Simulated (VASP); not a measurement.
**YHSe: single point with LDA**

The system is YHSe.

```xyz
3
Lattice="3.8409 0.0000 0.0000 -1.9205 3.3263 0.0000 0.0000 0.0000 3.9155" Properties=species:S:1:pos:R:3 pbc="T T T"
Y     0.0000    0.0000    0.0000
H     0.0000    2.2176    0.0000
Se    1.9205    1.1088    1.9578
```

- Program: VASP 6.6.1
- Task: single point
- Functional: LDA
- Potentials or basis: VASP PAW LDA potentials, release 64 (Y_sv, H, Se)
- Cutoff: 520 eV
- k mesh: 6 × 6 × 6
- Occupations: gaussian, width 0.01 eV
- Spin: no spin polarisation

| Item | Value |
| --- | --- |
| Pressure | -5.5 GPa |
| Band gap on the k mesh | 1.36 eV (least direct gap 1.73 eV) |

Stress tensor (GPa, compression positive):
```
-5.27  0.00  0.00
 0.00 -5.27  0.00
 0.00  0.00 -6.00
```

Levels at points of the mesh, in eV from the valence-band top:
```tsv
k point	band 5	band 6	band 7	band 8	band 9	band 10	band 11	band 12	band 13	band 14
(0.00, 0.00, 0.00)	-13.20	-3.58	-1.68	-1.56	-1.56	1.36	3.73	3.73	3.92	3.92
(0.50, 0.00, 0.00)	-12.27	-5.28	-2.38	-2.12	-1.45	2.67	3.27	4.26	4.42	4.73
(0.00, 0.00, 0.50)	-12.36	-6.28	-1.14	-1.14	0.00	1.73	1.73	3.65	3.65	5.01
(0.50, 0.00, 0.50)	-12.25	-3.92	-3.65	-3.12	-2.31	3.54	4.76	4.86	5.75	6.30
```

Wall time 18 s on 1 thread of Intel(R) Xeon(R) Platinum 8259CL CPU @ 2.50GHz (Skylake/Cascade Lake) (shared host), peak memory 0.18 GiB.

Caveat: the cell stands under tension. A k mesh can miss the band edges.
